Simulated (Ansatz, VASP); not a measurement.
## Two plane-wave programs on Rh

```
Rh
1.0
     2.69174    0.00000    0.00000
    -1.34587    2.33112    0.00000
     0.00000    0.00000    8.79807
Rh
4
Direct
  0.00000 0.00000 0.00000
  0.33333 0.66667 0.25000
  0.98928 0.97855 0.50000
  0.66667 0.33333 0.75000
```

Alike in both runs: task single point; functional LDA; k mesh 9 × 9 × 3; no spin polarisation.

```csv
,VASP,Ansatz
version,VASP 6.6.1,Ansatz 0.2.0
potentials or method,"VASP PAW LDA potentials, release 64 (Rh_pv)","plane waves, PAW"
plane-wave cutoff (eV),520,420
occupations,"fermi-dirac, width 0.1 eV",fermi-dirac
valence electrons in the cell,60,68
```

|  | VASP | Ansatz | Ansatz less VASP |
| --- | --- | --- | --- |
| rms of the force components (eV/Å) | 0.064 | 0.064 | -0.0004 |

LDA's correlation is that of Perdew and Zunger in VASP and of Perdew and Wang (1992) in Ansatz. Atom by atom the forces differ by 0.000 eV/Å (rms over components). VASP's potentials hold 60 valence electrons a cell and Ansatz's 68, so a difference there can come from the potentials and not from the codes.
